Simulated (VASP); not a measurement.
BN, 8 atoms in the cell. It takes space group P6_3mc (No. 186, hexagonal). Conventional cell: a = 2.555 Å, b = 2.555 Å, c = 4.225 Å, α = 90.00°, β = 90.00°, γ = 120.00°. B (site symmetry 3m) has 4 N at 1.57 to 1.58 Å within 2.1 Å. N (site symmetry 3m) has 4 B at 1.57 to 1.58 Å within 2.1 Å. 

| Property | Result |
| --- | --- |
| Program | VASP 6.6.1 |
| Task | single point |
| Functional | PBE |
| Potentials or basis | VASP PAW PBE potentials, release 64 (B, N) |
| Cutoff | 520 eV |
| k mesh | 10 × 10 × 10 |
| Occupations | gaussian, width 0.05 eV |
| Spin | no spin polarisation |
| Dipole correction | no |
| Further INCAR settings | ALGO = Normal; EDIFF = 1e-07; NBANDS = 26 |

Potentials or basis: VASP PAW PBE potentials, release 64 (B, N).

The run is started by

```bash
$ cat potpaw_PBE.64/B/POTCAR potpaw_PBE.64/N/POTCAR > POTCAR
$ mpirun -np 1 vasp_std > vasp.out
```

Hardware: 1 thread of Intel(R) Xeon(R) Platinum 8259CL CPU @ 2.50GHz (Skylake/Cascade Lake), with other jobs on the host.

Q: Estimate the wall time of this run.

A: It took 3.1 min on 1 thread of Intel(R) Xeon(R) Platinum 8259CL CPU @ 2.50GHz (Skylake/Cascade Lake), on a shared host, peak memory 0.28 GiB. Counts: scf iterations 14, k points 171.
